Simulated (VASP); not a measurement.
## SiAu2O3: single point with r2SCAN+rVV10

Crystal: SiAu2O3.

```xyz
6
Lattice="2.7582 0.0000 0.0000 -1.3791 2.3887 0.0000 0.0000 0.0000 11.7311" Properties=species:S:1:pos:R:3 pbc="T T T"
Si    0.0000    0.0000    0.0000
Au    0.0000    1.5924    7.5870
Au    1.3791    0.7962    4.1441
O     0.0000    1.5924    0.8779
O     1.3791    0.7962   10.8532
O     0.0000    0.0000    5.8655
```

```json
{
 "Program": "VASP 6.6.1",
 "Task": "single point",
 "Functional": "r2SCAN",
 "Dispersion": "rVV10",
 "Potentials or basis": "VASP PAW PBE potentials, release 64 (Si, Au, O)",
 "Cutoff": "520 eV",
 "k mesh": "12 × 12 × 2",
 "Occupations": "fermi-dirac, width 0.03 eV",
 "Spin": "no spin polarisation",
 "Dipole correction": "no",
 "Further INCAR settings": "ALGO = Normal; EDIFF = 1e-06; NBANDS = 31"
}
```

```
Pressure               : 0.9 GPa
Largest force          : 0.067 eV/Å
Band gap on the k mesh : zero (bands 22 and 23 overlap by 0.79 eV)
```

Forces in eV/Å, atoms in the order of the input:
```
Si   0.000  0.000  0.000
Au   0.000  0.000  0.067
Au   0.000  0.000 -0.067
O    0.000  0.000  0.014
O    0.000  0.000 -0.014
O    0.000  0.000  0.000
```

Stress tensor (GPa, compression positive):
```
1.16 0.00 0.00
0.00 1.16 0.00
0.00 0.00 0.42
```

Levels at points of the mesh, in eV from the Fermi level:
| k point | band 18 | band 19 | band 20 | band 21 | band 22 | band 23 | band 24 | band 25 | band 26 | band 27 |
| --- | --- | --- | --- | --- | --- | --- | --- | --- | --- | --- |
| (0.00, 0.00, 0.00) | -2.48 | -2.48 | -2.08 | -2.08 | -1.00 | -0.05 | -0.05 | 3.05 | 5.08 | 5.61 |
| (0.50, 0.00, 0.00) | -1.73 | -1.01 | -0.94 | -0.93 | -0.03 | 3.07 | 4.61 | 5.21 | 5.33 | 5.65 |
| (0.00, 0.00, 0.50) | -2.48 | -2.25 | -2.08 | -2.08 | -1.27 | -0.05 | -0.05 | 3.30 | 4.88 | 5.46 |
| (0.50, 0.00, 0.50) | -1.71 | -1.01 | -0.94 | -0.94 | -0.03 | 3.05 | 4.62 | 5.24 | 5.26 | 5.72 |

Wall time 8.6 min on 1 thread of Intel(R) Xeon(R) Platinum 8375C CPU @ 2.90GHz (Ice Lake), with other jobs on the host, peak memory 0.48 GiB.

Caveat: the PAW data sets were made with another functional, which shifts forces and pressure a little; spin-orbit coupling is left out, which moves the levels of the heavy elements.
